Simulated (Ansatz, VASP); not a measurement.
## One calculation of Bi, two programs

The input POSCAR:

```
Bi
1.0
    3.2546013289      0.0000000000      0.0000000000
    0.0000000000      3.2546013289      0.0000000000
    0.0000000000      0.0000000000      3.2546013289
Bi
1
Direct
    0.0000000000      0.0000000000      0.0000000000
```

Contents of INCAR.step1:

```
PREC = Accurate ; ENCUT = 600
ISMEAR = 0 ; SIGMA = 0.1
LREAL = False ; LASPH = True
NELM = 80 ; GGA = PE
ALGO = Normal ; EDIFF = 1E-4
LWAVE = True ; LCHARG = False
```

The input INCAR.step2:

```
PREC = Accurate ; ENCUT = 600
EDIFF = 1E-7 ; ISMEAR = 0
SIGMA = 0.1 ; LREAL = False
LASPH = True ; NELM = 80
ALGO = Normal ; ISIF = 3
LWAVE = False ; LCHARG = False
METAGGA = R2SCAN ; LMIXTAU = True
IBRION = 2 ; NSW = 80
EDIFFG = -0.01 ; ISTART = 1
```

File KPOINTS:

```
regular mesh
0
Gamma
  14 14 14
```

Input for Ansatz:

```yaml
crystal:
  lattice:
    - [3.2546013289, 0.0, 0.0]
    - [0.0, 3.2546013289, 0.0]
    - [0.0, 0.0, 3.2546013289]
  atoms:
    - { symbol: Bi, position: [0.0, 0.0, 0.0] }
basis:
  ecutwfc: 500
kpoints:
  mp_grid: { grid: [14, 14, 14] }
hamiltonian:
  xc: r2scan
scf:
  occupations: { method: gaussian, width: 0.1 }
output:
  forces: true
  stress: true
  eigenvalues: true
relax:
  adjacent_minimum: "off"
  f_tol: 0.01
  max_steps: 60
  cell: { stress_tol: 0.1 }
```

Alike in both runs: task relaxation of cell and atoms; functional r2SCAN; k mesh 14 × 14 × 14; occupations gaussian, width 0.1 eV; no spin polarisation.

|  | VASP | Ansatz |
| --- | --- | --- |
| version | VASP 6.6.1 | Ansatz 0.2.0 |
| potentials or method | VASP PAW PBE potentials, release 64 (Bi_d), cutoff 600 eV | scalar-relativistic, plane waves, PAW |
| valence electrons in the cell | 15 | 15 |

|  | VASP | Ansatz | Ansatz less VASP |
| --- | --- | --- | --- |
| gap on the k mesh at the Fermi level, each at its own relaxed structure (eV) | none | none | - |
| relaxed volume (Å³/atom) | 34.41 | 34.47 | +0.060 |
| relaxed cell length with the largest relative difference (Å) | 3.253 | 3.255 | +0.0019 |

VASP's potentials were made for PBE, not for r2SCAN. A gap of «none» marks a metal or a gap that the smearing closes.

Neither program's run includes spin-orbit coupling.
